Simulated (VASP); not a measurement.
**NiI3: single point with PBEsol**

The system is NiI3.

```
Ni I
1.0
     5.35298    0.00000    0.00000
     0.00000    5.35298    0.00000
     0.00000    0.00000    5.35298
Ni I
1 3
Cartesian
  0.0000 0.0000 0.0000
  2.6765 0.0000 0.0000
  0.0000 0.0000 2.6765
  0.0000 2.6765 0.0000
```

* Program: VASP 6.6.1
* Task: single point
* Functional: PBEsol
* Potentials or basis: VASP PAW PBE potentials, release 64 (Ni, I)
* Cutoff: 520 eV
* k mesh: 6 × 6 × 6
* Occupations: gaussian, width 0.05 eV
* Spin: collinear spin, ferromagnetic start
* Starting moments: [0.29, 0.0, 0.0, 0.0] μB

The pressure is -2.1 GPa. The net moment is 0.36 μB per cell and the site moments are Ni +0.10; I +0.06 μB. The valence electrons inside the program's atomic spheres are Ni 9.06; I 4.21.

Levels at points of the mesh, in eV from the Fermi level:
Spin up:
```
           k point  band 14  band 15  band 16  band 17  band 18  band 19
(0.00, 0.00, 0.00)    -0.97    -0.40    -0.40    -0.40     1.33     4.82
(0.50, 0.00, 0.00)    -0.61    -0.59    -0.40    -0.40     4.65     5.84
(0.50, 0.50, 0.00)    -0.39    -0.39     0.25     1.60     5.85     5.85
(0.50, 0.50, 0.50)     0.26     0.26     1.63     1.63     4.60     5.16
```
Spin down:
| k point | band 12 | band 13 | band 14 | band 15 | band 16 | band 17 | band 18 | band 19 |
| --- | --- | --- | --- | --- | --- | --- | --- | --- |
| (0.00, 0.00, 0.00) | -0.91 | -0.91 | -0.91 | -0.34 | -0.34 | -0.34 | 1.37 | 4.83 |
| (0.50, 0.00, 0.00) | -1.03 | -0.55 | -0.55 | -0.48 | -0.33 | -0.33 | 4.69 | 5.86 |
| (0.50, 0.50, 0.00) | -0.86 | -0.58 | -0.32 | -0.32 | 0.32 | 1.70 | 5.88 | 5.88 |
| (0.50, 0.50, 0.50) | -0.56 | 0.33 | 0.33 | 0.33 | 1.73 | 1.73 | 4.63 | 5.19 |

It took 3.2 min on 1 thread of Intel(R) Xeon(R) Platinum 8488C (Sapphire Rapids), with other jobs on the host, peak memory 0.35 GiB.

Caveat: the PAW data sets were made with another functional, which shifts forces and pressure a little; spin-orbit coupling is left out, which moves the levels of the heavy elements; semilocal functionals often make such compounds metallic where correlation or magnetic order opens a gap, which also shifts bond lengths.
